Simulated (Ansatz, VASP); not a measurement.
HfO2 in VASP and in Ansatz

Contents of POSCAR:

```
HfO2
1.0
    0.0000000000      2.4659527612      2.5538963734
    2.4659527612      0.0000000000      2.5538963734
    2.4659527612      2.4659527612      0.0000000000
Hf O
1 2
Direct
    0.0000000000      0.0000000000      0.0000000000
    0.2500000000      0.2500000000      0.2500000000
    0.7500000000      0.7500000000      0.7500000000
```

Contents of INCAR.step1:

```
SYSTEM = HfO2
PREC = Accurate ; ENCUT = 520
ISMEAR = 0 ; SIGMA = 0.01
LREAL = .False. ; LASPH = .True.
NELM = 60 ; NBANDS = 18
GGA = PE ; ALGO = Normal
EDIFF = 1E-4 ; LWAVE = .True.
LCHARG = .False.
```

INCAR.step2

```
SYSTEM = HfO2
PREC = Accurate ; ENCUT = 520
EDIFF = 1E-6 ; ISMEAR = 0
SIGMA = 0.01 ; LREAL = .False.
LASPH = .True. ; NELM = 60
ALGO = Normal ; ISIF = 2
LWAVE = .False. ; LCHARG = .False.
METAGGA = R2SCAN ; LMIXTAU = .True.
NBANDS = 18 ; ISTART = 1
```

Contents of KPOINTS:

```
regular mesh
0
Gamma
  8 8 8
  0 0 0
```

Input for Ansatz:

```yaml
crystal:
  lattice:
    - [0.0, 2.4659527612, 2.5538963734]
    - [2.4659527612, 0.0, 2.5538963734]
    - [2.4659527612, 2.4659527612, 0.0]
  atoms:
    - { symbol: Hf, position: [0.0, 0.0, 0.0] }
    - { symbol: O, position: [0.25, 0.25, 0.25] }
    - { symbol: O, position: [0.75, 0.75, 0.75] }
kpoints:
  mp_grid: { grid: [8, 8, 8] }
  band_path:
    path:
      - [0.0, 0.0, 0.0]
      - [0.5, 0.0, 0.5]
      - [0.625, 0.25, 0.625]
      - [0.375, 0.375, 0.75]
      - [0.5, 0.5, 0.5]
      - [0.5, 0.25, 0.75]
      - [0.0, 0.5, 0.5]
    npoints: 1
hamiltonian:
  xc: r2scan
scf:
  occupations: { method: fixed }
  n_extra_bands: 4
output:
  forces: true
  stress: true
  eigenvalues: true
```

Change from the starting cell: epitaxial_xy strain -2.5%.

Alike in both runs: task single point; functional r2SCAN; k mesh 8 × 8 × 8; no spin polarisation.

|  | VASP | Ansatz |
| --- | --- | --- |
| version | VASP 6.6.1 | Ansatz 0.2.0 |
| potentials or method | VASP PAW PBE potentials, release 64 (Hf_pv, O) | plane waves, PAW |
| plane-wave cutoff (eV) | 520 | 500 |
| occupations | gaussian, width 0.01 eV | fixed |
| valence electrons in the cell | 22 | 38 |

Ansatz gave:

```
gap on the k mesh at the Fermi level (eV)                     : 4.10
pressure (GPa)                                                : 12.1
traceless stress, the component that is largest in VASP (GPa) : -12.16
```

**Question.** Estimate VASP's values.

**Answer.** gap on the k mesh at the Fermi level (eV): 4.11; pressure (GPa): 7.8; traceless stress, the component that is largest in VASP (GPa): -12.38.

VASP's potentials were made for PBE, not for r2SCAN. One of these differences is far larger than is usual between the two programs; its cause wasn't traced. VASP's potentials hold 22 valence electrons a cell and Ansatz's 38, so a difference there can come from the potentials and not from the codes.

Spin-orbit coupling is off throughout.
